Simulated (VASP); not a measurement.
# SnO2 (Pa-3) in VASP: notebook, part 2 of 2

VASP 6.6.1. The steps go on from the part before.

## Step 3: Single point, r2SCAN

This run uses another cell than the first one, of 11.06 Å³/atom.

The input, POSCAR:

```
SnO2
1.0
    5.1006880626      0.0000000000      0.0000000000
    0.0000000000      5.1006880626      0.0000000000
    0.0000000000      0.0000000000      5.1006880626
Sn O
4 8
Direct
    0.0000000000      0.0000000000      0.0000000000
    0.5000000000      0.0000000000      0.5000000000
    0.5000000000      0.5000000000      0.0000000000
    0.0000000000      0.5000000000      0.5000000000
    0.6602778178      0.8397221822      0.1602778178
    0.8397221822      0.1602778178      0.6602778178
    0.1602778178      0.6602778178      0.8397221822
    0.3397221822      0.3397221822      0.3397221822
    0.6602778178      0.6602778178      0.6602778178
    0.8397221822      0.3397221822      0.1602778178
    0.1602778178      0.8397221822      0.3397221822
    0.3397221822      0.1602778178      0.8397221822
```

The input, INCAR.step1:

```
SYSTEM = SnO2
  PREC = Accurate
  ENCUT = 520
  ISMEAR = -1
  SIGMA = 0.05
  LREAL = .FALSE.
  LASPH = .TRUE.
  NELM = 80
  NBANDS = 64
  GGA = PE
  ALGO = Normal
  EDIFF = 1E-4
  LWAVE = .TRUE.
  LCHARG = .FALSE.
```

The input, INCAR.step2:

```
SYSTEM = SnO2
  PREC = Accurate
  ENCUT = 520
  EDIFF = 1E-6
  ISMEAR = -1
  SIGMA = 0.05
  LREAL = .FALSE.
  LASPH = .TRUE.
  NELM = 80
  ALGO = Normal
  ISIF = 2
  LWAVE = .FALSE.
  LCHARG = .TRUE.
  METAGGA = R2SCAN
  LMIXTAU = .TRUE.
  LELF = .TRUE.
  LVHAR = .TRUE.
  NBANDS = 64
  ISTART = 1
```

The input, KPOINTS:

```
regular mesh
0
G
  5 5 5
  0 0 0
```

Potentials or basis: VASP PAW PBE potentials, release 64 (Sn_d, O).

Run with:

```
$ cat potpaw_PBE.64/Sn_d/POTCAR potpaw_PBE.64/O/POTCAR > POTCAR
$ cp INCAR.step1 INCAR
$ mpirun -np 1 vasp_std > vasp.out
$ cp INCAR.step2 INCAR
$ mpirun -np 1 vasp_std > vasp.out
```

OUTCAR:

```text
SYSTEM = SnO2
   PREC = Accurate
   ENCUT = 520
   EDIFF = 1E-6
   ISMEAR = -1
   LREAL = .FALSE.
   LASPH = .TRUE.
   NELM = 80
   ISIF = 2
   METAGGA = R2SCAN
   ISTART = 1

 ion  position               nearest neighbor table
   1  0.000  0.000  0.000-   5 2.08   6 2.08   7 2.08  10 2.08  11 2.08  12 2.08   2 3.61   3 3.61
                             4 3.61   2 3.61   4 3.61   3 3.61   4 3.61   4 3.61   2 3.61   3 3.61
   2  0.500  0.000  0.500-   5 2.08   6 2.08   8 2.08   9 2.08  11 2.08  12 2.08   1 3.61   3 3.61
                             4 3.61   1 3.61   3 3.61   3 3.61   4 3.61   3 3.61   1 3.61   4 3.61
   3  0.500  0.500  0.000-   5 2.08   7 2.08   8 2.08   9 2.08  10 2.08  12 2.08   1 3.61   2 3.61
                             4 3.61   2 3.61   4 3.61   1 3.61   2 3.61   2 3.61   1 3.61   4 3.61
   4  0.000  0.500  0.500-   6 2.08   7 2.08   8 2.08   9 2.08  10 2.08  11 2.08   1 3.61   2 3.61
                             3 3.61   1 3.61   3 3.61   1 3.61   2 3.61   1 3.61   2 3.61   3 3.61
   5  0.660  0.840  0.160-   1 2.08   2 2.08   3 2.08
   6  0.840  0.160  0.660-   1 2.08   2 2.08   4 2.08
   7  0.160  0.660  0.840-   1 2.08   3 2.08   4 2.08
   8  0.340  0.340  0.340-   2 2.08   3 2.08   4 2.08
   9  0.660  0.660  0.660-   2 2.08   3 2.08   4 2.08
  10  0.840  0.340  0.160-   1 2.08   3 2.08   4 2.08
  11  0.160  0.840  0.340-   1 2.08   2 2.08   4 2.08
  12  0.340  0.160  0.840-   1 2.08   2 2.08   3 2.08

  LATTYP: Found a simple cubic cell.
 ALAT       =     5.1006880626

  Lattice vectors:

 A1 = (   5.1006880626,   0.0000000000,   0.0000000000)
 A2 = (   0.0000000000,   5.1006880626,   0.0000000000)
 A3 = (   0.0000000000,   0.0000000000,   5.1006880626)

Analysis of symmetry for initial positions (statically):
=====================================================================
 Subroutine PRICEL returns:
 Original cell was already a primitive cell.

 Routine SETGRP: Setting up the symmetry group for a
 simple cubic supercell.

 Subroutine GETGRP returns: Found 24 space group operations
 (whereof  6 operations were pure point group operations)
[... 155 lines left out ...]
 non-spin polarized calculation
  energy-cutoff  :      520.00
  volume of cell :      132.70
 maximum number of plane-waves:      3595
 NGX is ok and might be reduce to    40
   NGX = 19   NGY = 19   NGZ = 19

 number of electron     104.0000072 magnetization

 Free energy of the ion-electron system (eV)
  ---------------------------------------------------
  ext. energy  EPLUGINS =         0.00000000
  ---------------------------------------------------
  free energy    TOTEN  =      -168.09309193 eV

  energy without entropy =     -168.09309192  energy(sigma->0) =     -168.09309192

 E-fermi :   7.6176     XC(G=0): -12.6593

 val. band max:        6.7068422702   @ k =  -0.2000   0.4000   0.0000
 cond. band min:       8.3404270443   @ k =   0.0000   0.0000   0.0000
 fundamental gap:      1.6335847741
 Fermi energy:         7.6176211419

 k-point     1 :       0.0000    0.0000    0.0000
  band No.  band energies     occupation
      1     -14.8143      2.00000
      2     -14.8143      2.00000
      3     -14.8143      2.00000
      4     -13.8348      2.00000
      5     -13.8348      2.00000
      6     -13.8348      2.00000
[... 726 lines left out ...]
     63      18.7724      0.00000
     64      19.3489      0.00000

------------------------ aborting loop because EDIFF is reached ----------------------------------------

  FORCE on cell =-STRESS in cart. coord.  units (eV):
  Direction    XX          YY          ZZ          XY          YZ          ZX
  --------------------------------------------------------------------------------------
  -------------------------------------------------------------------------------------
  Total        0.9440626      0.9440626      0.9440626     -0.0000000     -0.0000000     -0.0000000
  in kB       11.3979067     11.3979067     11.3979067     -0.0000000     -0.0000000     -0.0000000
  external PRESSURE =      11.3979067 kB  Pullay stress =       0.0000000 kB

 VOLUME and BASIS-vectors are now :
 -----------------------------------------------------------------------------
  energy-cutoff  :      520.00
  volume of cell :      132.70
      direct lattice vectors                 reciprocal lattice vectors
     5.100688063  0.000000000  0.000000000     0.196051981  0.000000000  0.000000000
     0.000000000  5.100688063  0.000000000     0.000000000  0.196051981  0.000000000
     0.000000000  0.000000000  5.100688063     0.000000000  0.000000000  0.196051981

 POSITION                                       TOTAL-FORCE (eV/Angst)
 -----------------------------------------------------------------------------------
      0.00000      0.00000      0.00000         0.000000      0.000000      0.000000
      2.55034      0.00000      2.55034         0.000000      0.000000      0.000000
      2.55034      2.55034      0.00000         0.000000      0.000000      0.000000
      0.00000      2.55034      2.55034         0.000000      0.000000      0.000000
      3.36787      4.28316      0.81753        -0.003580      0.003580     -0.003580
      4.28316      0.81753      3.36787         0.003580     -0.003580     -0.003580
      0.81753      3.36787      4.28316        -0.003580     -0.003580      0.003580
      1.73282      1.73282      1.73282         0.003580      0.003580      0.003580
      3.36787      3.36787      3.36787        -0.003580     -0.003580     -0.003580
      4.28316      1.73282      0.81753         0.003580      0.003580     -0.003580
      0.81753      4.28316      1.73282        -0.003580      0.003580      0.003580
      1.73282      0.81753      4.28316         0.003580     -0.003580      0.003580
 -----------------------------------------------------------------------------------
    total drift:                               -0.000000      0.000000     -0.000000

  FREE ENERGIE OF THE ION-ELECTRON SYSTEM (eV)
  ---------------------------------------------------
  free  energy   TOTEN  =      -168.0930919319 eV

  energy  without entropy=     -168.0930919169  energy(sigma->0) =     -168.09309192
```

OUTCAR.step1:

```text
SYSTEM = SnO2
   PREC = Accurate
   ENCUT = 520
   ISMEAR = -1
   LREAL = .FALSE.
   LASPH = .TRUE.
   NELM = 80
[... 986 lines left out ...]
      4.28316      1.73282      0.81753         0.014423      0.014423     -0.014423
      0.81753      4.28316      1.73282        -0.014423      0.014423      0.014423
      1.73282      0.81753      4.28316         0.014423     -0.014423      0.014423
 -----------------------------------------------------------------------------------
    total drift:                               -0.000000      0.000000     -0.000000

  FREE ENERGIE OF THE ION-ELECTRON SYSTEM (eV)
  ---------------------------------------------------
  free  energy   TOTEN  =       -73.2455354457 eV

  energy  without entropy=      -73.2455293283  energy(sigma->0) =      -73.24553239
```

OSZICAR.step1:

```text
N       E                     dE             d eps       ncg     rms          rms(c)
DAV:   1     0.160329102086E+04    0.16033E+04   -0.47748E+04  1648   0.265E+03
DAV:   2     0.260810242142E+03   -0.13425E+04   -0.12723E+04  1480   0.807E+02
DAV:   3    -0.577537092179E+02   -0.31856E+03   -0.31073E+03  1528   0.282E+02
DAV:   4    -0.848992813364E+02   -0.27146E+02   -0.26821E+02  1760   0.909E+01
DAV:   5    -0.856908718450E+02   -0.79159E+00   -0.78936E+00  1648   0.160E+01    0.222E+01
DAV:   6    -0.730274664405E+02    0.12663E+02   -0.42655E+01  2160   0.704E+01    0.785E+00
DAV:   7    -0.733187078608E+02   -0.29124E+00   -0.48362E+00  1584   0.917E+00    0.459E+00
DAV:   8    -0.732794977885E+02    0.39210E-01   -0.64901E-01  1864   0.571E+00    0.117E+00
DAV:   9    -0.732440030199E+02    0.35495E-01   -0.18881E-01  2088   0.447E+00    0.219E-01
DAV:  10    -0.732452725198E+02   -0.12695E-02   -0.15419E-02  1920   0.965E-01    0.854E-02
DAV:  11    -0.732455237469E+02   -0.25123E-03   -0.11930E-03  1752   0.272E-01    0.205E-02
DAV:  12    -0.732455354457E+02   -0.11699E-04   -0.89812E-05   968   0.587E-02
   1 F= -.73245535E+02 E0= -.73245532E+02  d E =-.611733E-05
```

Wall time 5.8 min (1 thread of Intel Xeon Platinum 8259CL at 2.50GHz (Skylake/Cascade Lake), shared host); peak memory 0.28 GiB.

What came out:

| Item | Value |
| --- | --- |
| Free energy | -168.0931 eV |
| Pressure | 1.1 GPa |
| Largest force | 0.006 eV/Å |
| Band gap on the k mesh | 1.63 eV (least direct gap 1.71 eV) |

Forces in eV/Å, atoms in the order of the input:
```
Sn   0.000  0.000  0.000
Sn   0.000  0.000  0.000
Sn   0.000  0.000  0.000
Sn   0.000  0.000  0.000
O   -0.004  0.004 -0.004
O    0.004 -0.004 -0.004
O   -0.004 -0.004  0.004
O    0.004  0.004  0.004
O   -0.004 -0.004 -0.004
O    0.004  0.004 -0.004
O   -0.004  0.004  0.004
O    0.004 -0.004  0.004
```

Levels at points of the mesh, in eV from the valence-band top:
```csv
k point,band 50,band 51,band 52,band 53,band 54,band 55
"(0.00, 0.00, 0.00)",-0.08,-0.08,-0.08,1.63,6.98,6.98
```

Caveat: the PAW data sets were made with another functional, which shifts forces and pressure a little; spin-orbit coupling is left out, which moves the levels of the heavy elements; an odd mesh through Γ misses points on the zone boundary, where band edges can lie.

## Step 4: Relaxation of cell and atoms, PBEsol

The input, INCAR:

```
SYSTEM = SnO2
PREC = Accurate
ENCUT = 600
EDIFF = 1E-7
ISMEAR = -1
SIGMA = 0.05
LREAL = .FALSE.
LASPH = .TRUE.
NELM = 80
ALGO = Normal
ISIF = 3
LWAVE = .FALSE.
LCHARG = .FALSE.
GGA = PS
IBRION = 2
NSW = 60
EDIFFG = -0.01
```

KPOINTS is that of step 3.

The input, POSCAR:

```
SnO2
1.0
    5.1752560000      0.0000000000      0.0000000000
    0.0000000000      5.1752560000      0.0000000000
    0.0000000000      0.0000000000      5.1752560000
Sn O
4 8
Direct
    0.0000000000      0.0000000000      0.0000000000
    0.5000000000      0.0000000000      0.5000000000
    0.5000000000      0.5000000000      0.0000000000
    0.0000000000      0.5000000000      0.5000000000
    0.6610980000      0.8389020000      0.1610980000
    0.8389020000      0.1610980000      0.6610980000
    0.1610980000      0.6610980000      0.8389020000
    0.3389020000      0.3389020000      0.3389020000
    0.6610980000      0.6610980000      0.6610980000
    0.8389020000      0.3389020000      0.1610980000
    0.1610980000      0.8389020000      0.3389020000
    0.3389020000      0.1610980000      0.8389020000
```

Run with:

```
$ cat potpaw_PBE.64/Sn_d/POTCAR potpaw_PBE.64/O/POTCAR > POTCAR
$ mpirun -np 1 vasp_std > vasp.out
```

It took 11 min on 1 thread of Intel Xeon Platinum 8259CL at 2.50GHz (Skylake/Cascade Lake), shared host; peak memory 0.31 GiB.

The run converged. Its results:

| Item | Value |
| --- | --- |
| Free energy | -78.4031 eV |
| Relaxed volume | 11.16 Å³/atom |
| Relaxed cell | a = 5.117 Å, b = 5.117 Å, c = 5.117 Å, α = 90.00°, β = 90.00°, γ = 90.00° |
| Space group after relaxing (to 0.1 Å) | Pa-3 (No. 205) |
| Energy gained by relaxing | 8.6 meV/atom |
| Ionic steps | 7 |
| Pressure after relaxing | -0.1 GPa |
| Largest force after relaxing | 0.009 eV/Å |
| Band gap on the k mesh | 0.83 eV (least direct gap 0.90 eV) |

Forces on the atoms (eV/Å):
```
Sn   0.000  0.000  0.000
Sn   0.000  0.000  0.000
Sn   0.000  0.000  0.000
Sn   0.000  0.000  0.000
O   -0.005  0.005 -0.005
O    0.005 -0.005 -0.005
O   -0.005 -0.005  0.005
O    0.005  0.005  0.005
O   -0.005 -0.005 -0.005
O    0.005  0.005 -0.005
O   -0.005  0.005  0.005
O    0.005 -0.005  0.005
```

The path:
| step | energy change (eV) | largest force (eV/Å) | pressure (GPa) | volume (Å³) |
| --- | --- | --- | --- | --- |
| 1 | 0.0000 | 0.0210 | -6.76 | 138.61 |
| 2 | 0.0243 | 0.0550 | 8.66 | 129.06 |
| 3 | -0.1025 | 0.0128 | -0.05 | 133.95 |
| 4 | -0.1025 | 0.0136 | 0.09 | 133.86 |
| 5 | -0.1026 | 0.0108 | -0.10 | 133.97 |
| 6 | -0.1026 | 0.0112 | -0.07 | 133.96 |
| 7 | -0.1026 | 0.0088 | -0.06 | 133.95 |

Final structure:
```
Sn O
1.0
     5.11653    0.00000    0.00000
     0.00000    5.11653    0.00000
     0.00000    0.00000    5.11653
Sn O
4 8
Cartesian
  0.0000 5.1165 5.1165
  2.5583 5.1165 2.5583
  2.5583 2.5583 5.1165
  0.0000 2.5583 2.5583
  3.3821 4.2927 0.8238
  4.2927 0.8238 3.3821
  0.8238 3.3821 4.2927
  1.7345 1.7345 1.7345
  3.3821 3.3821 3.3821
  4.2927 1.7345 0.8238
  0.8238 4.2927 1.7345
  1.7345 0.8238 4.2927
```

Levels at points of the mesh, in eV from the valence-band top:
```tsv
k point	band 49	band 50	band 51	band 52	band 53	band 54	band 55	band 56
(0.00, 0.00, 0.00)	-0.27	-0.07	-0.07	-0.07	0.83	6.03	6.03	6.03
```

Caveat: the PAW data sets were made with another functional, which shifts forces and pressure a little; spin-orbit coupling is left out, which moves the levels of the heavy elements; an odd mesh through Γ misses points on the zone boundary, where band edges can lie.

## Step 5: Summary

```tsv
task	level	cell	k mesh	cutoff (eV)	gap on the mesh (eV)	pressure (GPa)	relaxed volume (Å³/atom)	largest force (eV/Å)
relaxation of cell and atoms	PBE+D4	relaxed from a = 5.175 Å, 12 atoms	4 × 4 × 4	600	0.76	0.1	11.31	-
single point	r2SCAN	a = 5.101 Å, 12 atoms	5 × 5 × 5	520	1.63	1.1	-	0.01
relaxation of cell and atoms	PBEsol	relaxed from a = 5.175 Å, 12 atoms	5 × 5 × 5	600	0.83	-0.1	11.16	0.01
```

Alike in all rows: potentials or basis VASP PAW PBE potentials, release 64 (Sn_d, O); no spin polarisation; smearing fermi-dirac 0.05 eV.

Caveats: spin-orbit coupling is left out, which moves the levels of the heavy elements; the PAW data sets were made with another functional, which shifts forces and pressure a little (at least some runs); an odd mesh through Γ misses points on the zone boundary, where band edges can lie (at least some runs).

Total energies depend on the potentials used, so only differences within one code and one set of settings carry meaning.
